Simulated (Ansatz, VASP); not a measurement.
AgCl in VASP and in Ansatz

```
Ag Cl
1.0
     0.02051    2.73500    2.73500
     2.73500    0.02051    2.73500
     2.75551    2.75551    0.00000
Ag Cl
1 1
Direct
  0.00000 0.00000 0.00000
  0.50000 0.50000 0.50000
```

Alike in both runs: task single point; functional PBE; k mesh 6 × 6 × 6; occupations fermi-dirac, width 0.05 eV; no spin polarisation.

|  | VASP | Ansatz |
| --- | --- | --- |
| version | VASP 6.6.1 | Ansatz 0.2.0 |
| potentials or method | VASP PAW PBE potentials, release 64 (Ag, Cl), cutoff 500 eV | plane waves, PAW |
| valence electrons in the cell | 18 | 26 |

VASP gave:

* pressure (GPa): 3.8
* traceless stress, the component that is largest in VASP (GPa): -0.06

Problem. What did Ansatz give for the same quantities?

Solution. Pressure (GPa): 3.9; traceless stress, the component that is largest in VASP (GPa): -0.06.

The functional is the same, so the differences come from potentials, cutoffs and numerics. VASP's potentials hold 18 valence electrons a cell and Ansatz's 26, so a difference there can come from the potentials and not from the codes.
